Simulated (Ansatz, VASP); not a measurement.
# Two plane-wave programs on AlN

```
Al N
1.0
     0.16892    2.14541    2.14541
     2.14541    0.16892    2.14541
     2.14541    2.14541    0.16892
Al N
1 1
Cartesian
  2.2299 2.2299 2.2299
  0.0000 0.0000 0.0000
```

Alike in both runs: task single point; functional PBEsol; k mesh 10 × 10 × 10; occupations gaussian, width 0.05 eV; no spin polarisation.

|  | VASP | Ansatz |
| --- | --- | --- |
| version | VASP 6.6.1 | Ansatz 0.2.0 |
| potentials or method | VASP PAW PBE potentials, release 64 (Al, N), cutoff 520 eV | scalar-relativistic, plane waves, PAW |
| valence electrons in the cell | 8 | 8 |

|  | VASP | Ansatz | Ansatz less VASP |
| --- | --- | --- | --- |
| gap on the k mesh at the Fermi level (eV) | 2.61 | 2.61 | +0.001 |
| least direct gap on the mesh (eV) | 3.43 | 3.42 | -0.013 |
| pressure (GPa) | -10.9 | -10.9 | +0.02 |
| traceless stress, the component that is largest in VASP (GPa) | -26.08 | -26.05 | +0.026 |

VASP's potentials were made for PBE, not for PBEsol, and Ansatz warns of the same on its side.
